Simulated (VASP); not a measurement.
# Sr in VASP: notebook

The runs below take Sr through single point, with PBE.

All numbers are computed with VASP 6.6.1; they aren't measurements. Logs are shortened: lines on timing, memory, paths and dates and some standing lists are left out, and cuts for length are marked.

**1. The cell of the first run**

Symmetry: C2/m, No. 12, monoclinic system. The conventional cell has a = 7.513 Å, b = 4.323 Å, c = 7.295 Å, α = 90.00°, β = 90.23°, γ = 90.00°. Within 5.3 Å of Sr (site symmetry m) lie 12 Sr at 4.01 to 4.93 Å.

**2. Single point, PBE (strained and its atoms moved)**

File INCAR:

```
PREC     = Accurate       # precision mode
ENCUT    = 520            # plane-wave cutoff, eV
EDIFF    = 1E-6           # SCF threshold, eV
ISMEAR   = 0              # smearing method
SIGMA    = 0.1            # smearing width, eV
LREAL    = False          # projectors in reciprocal space
LASPH    = True           # aspherical terms in the spheres
NELM     = 60             # most SCF steps
ALGO     = Fast           # electronic algorithm
ISIF     = 2              # what is computed and relaxed
LWAVE    = False          # write WAVECAR
LCHARG   = False          # write CHGCAR
GGA      = PE             # functional
NBANDS   = 17             # bands
```

File KPOINTS:

```
regular mesh
0
Gamma
  10 10 6
```

File POSCAR:

```
Sr
1.0
    4.3338345219      0.0061202003     -0.0074994004
   -2.1616170121      3.7440666030     -0.0000201952
   -0.0122670000     -0.0071205000      7.2947055000
Sr
2
Direct
    0.3763402898      0.6881701449      0.2771849643
    0.6236597102      0.3118298551      0.7228150357
```

Potentials or basis: VASP PAW PBE potentials, release 64 (Sr_sv).

Command:

```console
> cat potpaw_PBE.64/Sr_sv/POTCAR > POTCAR
> mpirun -np 1 vasp_std > vasp.out
```

OUTCAR:

```text
PREC = Accurate
   ENCUT = 520
   EDIFF = 1E-6
   ISMEAR = 0
   LREAL = False
   LASPH = True
   NELM = 60
   ISIF = 2
   GGA = PE

 ion  position               nearest neighbor table
   1  0.376  0.688  0.277-   2 4.01   2 4.01   2 4.32   2 4.68   2 4.68   2 4.93
   2  0.624  0.312  0.723-   1 4.01   1 4.01   1 4.32   1 4.68   1 4.68   1 4.93

  LATTYP: Found a base centered monoclinic cell.
 ALAT       =     7.5125748525
 B/A-ratio  =     0.5754705121
 C/A-ratio  =     0.9710012123
 COS(beta)  =    -0.0039435638

  Lattice vectors:

 A1 = (   4.3338345219,   0.0061202003,  -0.0074994004)
 A2 = (   2.1722175098,   3.7501868033,  -0.0075195956)
 A3 = (  -0.0122670000,  -0.0071205000,   7.2947055000)

Analysis of symmetry for initial positions (statically):
=====================================================================
 Subroutine PRICEL returns:
 Original cell was already a primitive cell.

 Routine SETGRP: Setting up the symmetry group for a
 base centered monoclinic supercell.

 Subroutine GETGRP returns: Found  4 space group operations
 (whereof  4 operations were pure point group operations)
 out of a pool of  4 trial point group operations.

The static configuration has the point symmetry C_2h.

Analysis of symmetry for dynamics (positions and initial velocities):
=====================================================================
 Subroutine PRICEL returns:
 Original cell was already a primitive cell.

 Routine SETGRP: Setting up the symmetry group for a
 base centered monoclinic supercell.

 Subroutine GETGRP returns: Found  4 space group operations
 (whereof  4 operations were pure point group operations)
 out of a pool of  4 trial point group operations.

The dynamic configuration has the point symmetry C_2h.

 Subroutine INISYM returns: Found  4 space group operations
 (whereof  4 operations are pure point group operations),
 and found     1 'primitive' translations

----------------------------------------------------------------------------------------

                                     Primitive cell

  volume of cell :     118.4611

  direct lattice vectors                    reciprocal lattice vectors
     4.333834522  0.006120200 -0.007499400     0.230555462  0.133109977  0.000517640
    -2.161617012  3.744066603 -0.000020195    -0.000376424  0.266871941  0.000259866
    -0.012267000 -0.007120500  7.294705500     0.000237024  0.000137584  0.137086259

  length of vectors
     4.333845332  4.323265298  7.294719289     0.266222379  0.266872333  0.137086533

  position of ions in fractional coordinates (direct lattice)
     0.376340290  0.688170145  0.277184964
     0.623659710  0.311829855  0.722815036

  ion indices of the primitive-cell ions
   primitive index   ion index
                 1           1
                 2           2

----------------------------------------------------------------------------------------

 KPOINTS: regular mesh

Automatic generation of k-mesh.
 Grid dimensions read from file:
 generate k-points for:   10   10    6

 Generating k-lattice:

  Cartesian coordinates                     Fractional coordinates (reciprocal lattice)
     0.023055546  0.013310998  0.000051764     0.100000000  0.000000000  0.000000000
    -0.000037642  0.026687194  0.000025987    -0.000000000  0.100000000  0.000000000
     0.000039504  0.000022931  0.022847710    -0.000000000 -0.000000000  0.166666667

  Length of vectors
     0.026622238  0.026687233  0.022847755

  Shift w.r.t. Gamma in fractional coordinates (k-lattice)
     0.000000000  0.000000000  0.000000000

 Subroutine IBZKPT returns following result:
 ===========================================

 Found    172 irreducible k-points:

 Following reciprocal coordinates:
            Coordinates               Weight
  0.000000  0.000000  0.000000      1.000000
  0.100000  0.000000  0.000000      2.000000
  0.200000  0.000000  0.000000      2.000000
  0.300000 -0.000000 -0.000000      2.000000
  0.400000 -0.000000 -0.000000      2.000000
  0.500000  0.000000 -0.000000      1.000000
[... 16 lines left out ...]
 -0.000000  0.400000 -0.000000      4.000000
  0.100000  0.400000 -0.000000      4.000000
 [... further k-points ...]
   k-points           NKPTS =    172   k-points in BZ     NKDIM =    172   number of bands    NBANDS=     17
   number of dos      NEDOS =    301   number of ions     NIONS =      2
   total plane-waves  NPLWV =  55296
   dimension x,y,z NGX =    32 NGY =   32 NGZ =   54
   dimension x,y,z NGXF=    64 NGYF=   64 NGZF=  108
   ions per type =               2
   NGX,Y,Z   is equivalent  to a cutoff of  12.28, 12.31, 12.31 a.u.
   NGXF,Y,Z  is equivalent  to a cutoff of  24.55, 24.61, 24.61 a.u.
 SYSTEM =  unknown system
   PREC   = accura    normal or accurate (medium, high low for compatibility)
   ISTART =      0    job   : 0-new  1-cont  2-samecut
   ICHARG =      2    charge: 1-file 2-atom 10-const
   ISPIN  =      1    spin polarized calculation?
   LNONCOLLINEAR =      F non collinear calculations
   LSORBIT =      F    spin-orbit coupling
   LASPH  =      T    aspherical Exc in radial PAW
   ENCUT  =  520.0 eV  38.22 Ry    6.18 a.u.   8.06  8.04 13.56*2*pi/ulx,y,z
   NELM   =     60;   NELMIN=  2; NELMDL= -5     # of ELM steps
   EDIFF  = 0.1E-05   stopping-criterion for ELM
   LREAL  =      F    real-space projection
   EDIFFG = 0.1E-04   stopping-criterion for IOM
   NSW    =      0    number of steps for IOM
   IBRION =     -1    ionic relax: 0-MD 1-quasi-New 2-CG
   NFREE  =      0    steps in history (QN), initial steepest desc. (CG)
   ISIF   =      2    stress and relaxation
   ISYM   =      2    0-nonsym 1-usesym 2-fastsym
   POTIM  = 0.5000    time-step for ionic-motion
   TEBEG  =    0.0;   TEEND  =   0.0 temperature during run
   PSTRESS=    0.0 pullay stress
   NELECT =      20.0000    total number of electrons
   NUPDOWN=      -1.0000    fix difference up-down
   EMIN   =  10.00;   EMAX   =-10.00  energy-range for DOS
   EFERMI =   0.00;   METHOD = LEGACY
   ISMEAR =     0;   SIGMA  =   0.10  broadening in eV -4-tet -1-fermi 0-gaus
   EFERMI_NEDOS =   21; number of points for ismear=-14 and -15
   IALGO  =     68    algorithm
   IMIX   =      4    mixing-type and parameters
     AMIX     =   0.40;   BMIX     =  1.00
     AMIX_MAG =   1.60;   BMIX_MAG =  1.00
  volume/ion in A,a.u.               =      59.23       399.71
  Fermi-wavevector in a.u.,A,eV,Ry     =   0.904814  1.709851 11.138943  0.818689
  Thomas-Fermi vector in A             =   2.028307
   LORBIT       =      0    0 simple, 1 ext, 2 COOP (PROOUT), +10 PAW based schemes
   GGA     = PE    functional components
   LHFCALC =     F    Hartree Fock is set to
   AEXX    =    0.0000 exact exchange contribution
   IVDW    =     0    specifies the selected vdW correction
   LEPSILON=     F    determine dielectric tensor
   LRPA    =     F    only Hartree local field effects (RPA)
 non-spin polarized calculation
 RMM-DIIS sequential band-by-band and
 Gauss-broadening in eV      SIGMA  =   0.10
  energy-cutoff  :      520.00
  volume of cell :      118.46
 maximum number of plane-waves:      3211
   NGX = 17   NGY = 17   NGZ = 27

 number of electron      20.0000000 magnetization

 Free energy of the ion-electron system (eV)
  ---------------------------------------------------
  ext. energy  EPLUGINS =         0.00000000
  ---------------------------------------------------
  free energy    TOTEN  =        -3.16104479 eV

  energy without entropy =       -3.14758783  energy(sigma->0) =       -3.15431631

 E-fermi :   1.3484     XC(G=0):  -7.1095

 val. band max:        1.3482340381   @ k =   0.4000   0.1000   0.1667
 cond. band min:       1.3585063906   @ k =  -0.0000   0.3000   0.0000
 fundamental gap:      0.0102723525
 Fermi energy:         1.3483882571

 k-point     1 :       0.0000    0.0000    0.0000
  band No.  band energies     occupation
      1     -35.4164      2.00000
      2     -35.4024      2.00000
      3     -17.4838      2.00000
      4     -17.3466      2.00000
      5     -17.3173      2.00000
      6     -17.3097      2.00000
[... 9 lines left out ...]
     16       3.9110      0.00000
     17       4.4336      0.00000

 k-point     2 :       0.1000    0.0000    0.0000
  band No.  band energies     occupation
      1     -35.4155      2.00000
      2     -35.4019      2.00000
      3     -17.4802      2.00000
      4     -17.3499      2.00000
      5     -17.3330      2.00000
      6     -17.3176      2.00000
[... 9 lines left out ...]
     16       3.9573      0.00000
     17       4.4275      0.00000

 k-point     3 :       0.2000    0.0000    0.0000
  band No.  band energies     occupation
      1     -35.4132      2.00000
      2     -35.4005      2.00000
      3     -17.4709      2.00000
      4     -17.3682      2.00000
      5     -17.3587      2.00000
      6     -17.3447      2.00000
[... 9 lines left out ...]
     16       4.0697      0.00000
     17       4.0886      0.00000

 k-point     4 :       0.3000   -0.0000   -0.0000
  band No.  band energies     occupation
      1     -35.4102      2.00000
      2     -35.3989      2.00000
      3     -17.4609      2.00000
      4     -17.4104      2.00000
      5     -17.3753      2.00000
      6     -17.3694      2.00000
[... 9 lines left out ...]
     16       4.2423      0.00000
     17       4.6167      0.00000

 k-point     5 :       0.4000   -0.0000   -0.0000
  band No.  band energies     occupation
      1     -35.4077      2.00000
      2     -35.3977      2.00000
      3     -17.4575      2.00000
      4     -17.4440      2.00000
      5     -17.3938      2.00000
      6     -17.3780      2.00000
[... 9 lines left out ...]
     16       4.5062      0.00000
     17       5.3864      0.00000

 k-point     6 :       0.5000    0.0000   -0.0000
  band No.  band energies     occupation
      1     -35.4068      2.00000
      2     -35.3973      2.00000
      3     -17.4585      2.00000
      4     -17.4571      2.00000
      5     -17.3979      2.00000
      6     -17.3812      2.00000
[... 9 lines left out ...]
     16       4.6995      0.00000
     17       6.0291      0.00000

 k-point     7 :      -0.0000    0.1000   -0.0000
  band No.  band energies     occupation
      1     -35.4154      2.00000
      2     -35.4020      2.00000
      3     -17.4791      2.00000
      4     -17.3592      2.00000
      5     -17.3240      2.00000
      6     -17.3185      2.00000
[... 9 lines left out ...]
     16       3.9802      0.00000
     17       4.2457      0.00000

 k-point     8 :       0.1000    0.1000    0.0000
  band No.  band energies     occupation
      1     -35.4137      2.00000
      2     -35.4011      2.00000
      3     -17.4725      2.00000
      4     -17.3693      2.00000
      5     -17.3485      2.00000
      6     -17.3321      2.00000
[... 9 lines left out ...]
     16       3.9400      0.00000
     17       4.2173      0.00000
[... 203 lines left out ...]
      1     -35.4068      2.00000
      2     -35.3996      2.00000
      3     -17.4562      2.00000
      4     -17.4377      2.00000
      5     -17.3925      2.00000
      6     -17.3583      2.00000
[... 9 lines left out ...]
     16       4.6440      0.00000
     17       5.0849      0.00000

 k-point    20 :       0.2000    0.3000   -0.0000
  band No.  band energies     occupation
      1     -35.4049      2.00000
      2     -35.3990      2.00000
      3     -17.4557      2.00000
      4     -17.4373      2.00000
      5     -17.4062      2.00000
      6     -17.3657      2.00000
[... 9 lines left out ...]
     16       4.7403      0.00000
     17       4.9444      0.00000

 k-point    21 :       0.3000    0.3000   -0.0000
  band No.  band energies     occupation
      1     -35.4035      2.00000
      2     -35.3987      2.00000
      3     -17.4473      2.00000
      4     -17.4344      2.00000
      5     -17.4200      2.00000
      6     -17.3769      2.00000
[... 9 lines left out ...]
     16       4.5262      0.00000
     17       4.8592      0.00000

 k-point    22 :      -0.2000    0.3000    0.0000
  band No.  band energies     occupation
      1     -35.4098      2.00000
      2     -35.4007      2.00000
      3     -17.4573      2.00000
      4     -17.4164      2.00000
      5     -17.3720      2.00000
      6     -17.3401      2.00000
[... 9 lines left out ...]
     16       4.1848      0.00000
     17       4.3775      0.00000

 k-point    23 :      -0.0000    0.4000   -0.0000
  band No.  band energies     occupation
      1     -35.4050      2.00000
      2     -35.4002      2.00000
      3     -17.4666      2.00000
      4     -17.4515      2.00000
      5     -17.3852      2.00000
      6     -17.3588      2.00000
[... 9 lines left out ...]
     16       4.8566      0.00000
     17       5.4566      0.00000

 k-point    24 :       0.1000    0.4000   -0.0000
  band No.  band energies     occupation
      1     -35.4037      2.00000
      2     -35.4001      2.00000
      3     -17.4701      2.00000
      4     -17.4528      2.00000
      5     -17.3870      2.00000
      6     -17.3629      2.00000
[... 9 lines left out ...]
     16       5.0311      0.00000
     17       5.3523      0.00000

 [... further k-points ...]
[... 5 lines left out ...]
  --------------------------------------------------------------------------------------
  -------------------------------------------------------------------------------------
  Total       -0.5035627     -0.1884318     -0.1776988     -0.2729183      0.0634450      0.1098867
  in kB       -6.8106452     -2.5485248     -2.4033618     -3.6911978      0.8580888      1.4862093
  external PRESSURE =      -3.9208439 kB  Pullay stress =       0.0000000 kB

 VOLUME and BASIS-vectors are now :
 -----------------------------------------------------------------------------
  energy-cutoff  :      520.00
  volume of cell :      118.46
      direct lattice vectors                 reciprocal lattice vectors
     4.333834522  0.006120200 -0.007499400     0.230555462  0.133109977  0.000517640
    -2.161617012  3.744066603 -0.000020195    -0.000376424  0.266871941  0.000259866
    -0.012267000 -0.007120500  7.294705500     0.000237024  0.000137584  0.137086259

 POSITION                                       TOTAL-FORCE (eV/Angst)
 -----------------------------------------------------------------------------------
      0.14004      2.57688      2.01915        -0.064440     -0.037202     -0.426696
      2.01991      1.16618      5.26804         0.064440      0.037202      0.426696
 -----------------------------------------------------------------------------------
    total drift:                               -0.000000     -0.000000     -0.000000

  FREE ENERGIE OF THE ION-ELECTRON SYSTEM (eV)
  ---------------------------------------------------
  free  energy   TOTEN  =        -3.1610447871 eV

  energy  without entropy=       -3.1475878258  energy(sigma->0) =       -3.15431631
```

Run time: 3 min. Hardware: 1 thread of Intel Xeon 6975P-C (Granite Rapids), shared host; peak memory 0.43 GiB.

What came out:

```yaml
Free_energy: -3.1610 eV
Pressure: -0.4 GPa
Largest_force: 0.433 eV/Å
Band_gap_on_the_k_mesh: zero (bands 10 and 11 overlap by 0.18 eV)
```

Forces on the atoms (eV/Å):
```
Sr  -0.064 -0.037 -0.427
Sr   0.064  0.037  0.427
```

Levels at points of the mesh, in eV from the Fermi level:
```csv
k point,band 7,band 8,band 9,band 10,band 11,band 12,band 13,band 14
"(0.00, 0.00, 0.00)",-18.65,-18.65,-3.54,-1.20,-0.11,2.07,2.15,2.24
"(0.50, 0.00, 0.00)",-18.68,-18.67,-1.19,-0.49,0.04,0.14,1.45,2.08
"(0.00, 0.50, 0.00)",-18.70,-18.68,-1.02,-0.62,0.22,0.34,1.02,1.63
"(0.00, 0.00, 0.50)",-18.66,-18.66,-2.87,-2.50,0.73,1.63,2.17,2.21
"(0.50, 0.00, 0.50)",-18.69,-18.68,-0.78,-0.69,0.04,0.11,1.13,1.81
"(0.00, 0.50, 0.50)",-18.69,-18.68,-0.81,-0.79,0.27,0.28,0.94,1.41
```

Caveat: the cell differs from its parent crystal (strained and its atoms moved).

(Continued in part 2 of 2.)
